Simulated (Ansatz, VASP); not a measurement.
## One calculation of MgSe, two programs

```
CELL_PARAMETERS angstrom
0.00000 2.72550 2.72550
2.72550 0.00000 2.72550
2.72550 2.72550 0.00000
ATOMIC_POSITIONS crystal
Mg 0.00000 0.00000 0.00000
Se 0.50000 0.50000 0.50000
```

Alike in both runs: task single point; functional PBEsol; k mesh 5 × 5 × 5; no spin polarisation.

|  | VASP | Ansatz |
| --- | --- | --- |
| version | VASP 6.6.1 | Ansatz 0.2.0 |
| potentials or method | VASP PAW PBE potentials, release 64 (Mg, Se), cutoff 600 eV | plane waves, PAW |
| occupations | gaussian, width 0.01 eV | fixed |
| valence electrons in the cell | 8 | 26 |

```csv
,VASP,Ansatz,Ansatz less VASP
pressure (GPa),0.0,0.1,+0.05
```

VASP's potentials were made for PBE, not for PBEsol. VASP's potentials hold 8 valence electrons a cell and Ansatz's 26, so a difference there can come from the potentials and not from the codes.
